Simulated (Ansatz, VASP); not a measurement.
One calculation of TiSe2, two programs

```
Ti Se
1.0
     3.54314    0.00000    0.00000
    -1.77157    3.06845    0.00000
     0.00000    0.00000    6.67021
Ti Se
1 2
Direct
  0.00000 0.00000 0.00000
  0.33333 0.66667 0.23186
  0.66667 0.33333 0.76814
```

Alike in both runs: task single point; functional PBE; k mesh 12 × 12 × 6; occupations gaussian, width 0.05 eV; non-collinear spin, spin-orbit coupling.

```csv
,VASP,Ansatz
version,VASP 6.6.1,Ansatz 0.2.0
potentials or method,"VASP PAW PBE potentials, release 64 (Ti_sv, Se), cutoff 500 eV","plane waves, PAW"
valence electrons in the cell,24,44
```

Ansatz gave:

| Quantity | Value |
| --- | --- |
| pressure (GPa) | 0.0 |
| rms of the force components (eV/Å) | 0.000 |

Q: What did VASP give for the same quantities?

A: Pressure (GPa): 0.1; rms of the force components (eV/Å): 0.009.

Atom by atom the forces differ by 0.008 eV/Å (rms over components). VASP's potentials hold 24 valence electrons a cell and Ansatz's 44, so a difference there can come from the potentials and not from the codes.
